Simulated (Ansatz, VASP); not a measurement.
**GaP: VASP beside Ansatz**

```xyz
12
Lattice="3.8456 0.0000 0.0000 0.0000 5.4385 0.0000 0.0000 0.0000 24.6139" Properties=species:S:1:pos:R:3 pbc="T T T"
Ga    1.9228    2.7192    7.5000
Ga    0.0000    0.0000    9.4228
Ga    1.9228    2.7192   11.3456
Ga    0.0000    0.0000   13.2683
Ga    1.9228    2.7192   15.1911
Ga    0.0000    0.0000   17.1139
P     0.0000    1.3596    7.5000
P     1.9228    4.0788    9.4228
P     0.0000    1.3596   11.3456
P     1.9228    4.0788   13.2683
P     0.0000    1.3596   15.1911
P     1.9228    4.0788   17.1139
```

Alike in both runs: task single point; functional PBEsol; k mesh 7 × 5 × 1; occupations gaussian, width 0.05 eV; no spin polarisation.

```csv
,VASP,Ansatz
version,VASP 6.6.1,Ansatz 0.2.0
potentials or method,"VASP PAW PBE potentials, release 64 (Ga_d, P), cutoff 400 eV","scalar-relativistic, plane waves, PAW"
valence electrons in the cell,108,108
```

|  | VASP | Ansatz | Ansatz less VASP |
| --- | --- | --- | --- |
| gap on the k mesh at the Fermi level (eV) | 0.71 | 0.72 | +0.010 |
| least direct gap on the mesh (eV) | 0.73 | 0.73 | +0.003 |
| rms of the force components (eV/Å) | 0.595 | 0.591 | -0.0038 |

VASP's potentials were made for PBE, not for PBEsol. Ansatz's warnings: xc potential rough in thin density.
